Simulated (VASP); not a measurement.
KCl: electric field gradients with PBE

KCl:

```
K Cl
1.0
     3.56045    0.00000    0.00000
     0.00000    3.56045    0.00000
     0.00000    0.00000    3.56045
K Cl
1 1
Direct
  0.00000 0.00000 0.00000
  0.50000 0.50000 0.50000
```

This cell differs from its parent crystal: volume scaled by 0.9405.

```json
{"Program": "VASP 6.6.1", "Task": "electric field gradients", "Functional": "PBE", "Potentials or basis": "VASP PAW PBE potentials, release 64 (K_sv, Cl)", "Cutoff": "520 eV", "k mesh": "7 × 7 × 7", "Occupations": "fermi-dirac, width 0.02 eV", "Spin": "no spin polarisation", "Dipole correction": "no", "Further INCAR settings": "ALGO = Normal; EDIFF = 1e-08; NBANDS = 15"}
```

The pressure is 7.2 GPa and the band gap on the k mesh is 5.97 eV, indirect (least direct gap 6.17 eV).

Levels at points of the mesh, in eV from the valence-band top:
| k point | band 5 | band 6 | band 7 | band 8 | band 9 | band 10 | band 11 | band 12 |
| --- | --- | --- | --- | --- | --- | --- | --- | --- |
| (0.00, 0.00, 0.00) | -11.04 | -0.20 | -0.20 | -0.20 | 5.97 | 6.29 | 6.29 | 11.24 |

Wall time 25 s on 1 thread of Intel Xeon 8259CL, with other jobs on the host, peak memory 0.16 GiB.

Caveat: without QUAD_EFG the Cq values of the log hold for a quadrupole moment of 1 mb, not for the nuclei. A k mesh can miss the band edges.
